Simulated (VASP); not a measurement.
Here is a VASP 6.6.1 calculation.

File INCAR:

```
ALGO = Normal
EDIFF = 1E-7
ENCUT = 520
GGA = RE
ISIF = 2
ISMEAR = -1
LASPH = True
LCHARG = False
LREAL = False
LWAVE = False
NBANDS = 11
NELM = 60
PREC = Accurate
SIGMA = 0.1
```

Contents of KPOINTS:

```
k-points
0
Gamma
  9 9 9
```

Contents of POSCAR:

```
Ba
1.0
   -2.5600063364      2.5600063364      2.5600063364
    2.5600063364     -2.5600063364      2.5600063364
    2.5600063364      2.5600063364     -2.5600063364
Ba
1
Direct
    0.0000000000      0.0000000000      0.0000000000
```

Potentials or basis: VASP PAW PBE potentials, release 64 (Ba_sv).

The run is started by

```console
$ cat potpaw_PBE.64/Ba_sv/POTCAR > POTCAR
$ mpirun -np 1 vasp_std > vasp.out
```

Q: What does it give for the band gap on the k mesh?

A: Zero (bands 5 and 6 overlap by 0.78 eV).

Q: What does it give for the pressure?

A: 0.1 GPa.

Caveat: the PAW data sets were made with another functional, which shifts forces and pressure a little; spin-orbit coupling is left out, which moves the levels of the heavy elements.
